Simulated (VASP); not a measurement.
BN:

```
B N
1.0
     0.00000    1.77135    1.80750
     1.77135    0.00000    1.80750
     1.77135    1.77135    0.00000
B N
1 1
Direct
  0.00000 0.00000 0.00000
  0.75000 0.75000 0.75000
```

This cell differs from its parent crystal: equal xx and yy strain of -2 %.

Base run:

- Program: VASP 6.6.1
- Functional: LDA
- Potentials or basis: VASP PAW LDA potentials, release 64 (B_h, N_h)
- Cutoff: 910 eV
- k mesh: 11 × 11 × 11
- Occupations: fermi-dirac, width 0.02 eV
- Spin: no spin polarisation

Its results: band gap on the k mesh 4.32 eV, indirect (least direct gap 8.76 eV); pressure 5.3 GPa.

Task: The run is repeated on the same cell with these changes: potentials or basis from VASP PAW LDA potentials, release 64 (B_h, N_h) to VASP PAW LDA potentials, release 64 (B, N); cutoff from 910 eV to 520 eV. What comes out?

Result: Band gap on the k mesh 4.31 eV, indirect (least direct gap 8.76 eV); pressure 5.8 GPa.

Caveats: the cutoff is under 1.25 times the usual one of these potentials, so pressure, stress and relaxed cells hold a basis-set (Pulay) error (some runs).

A k mesh can miss the band edges.
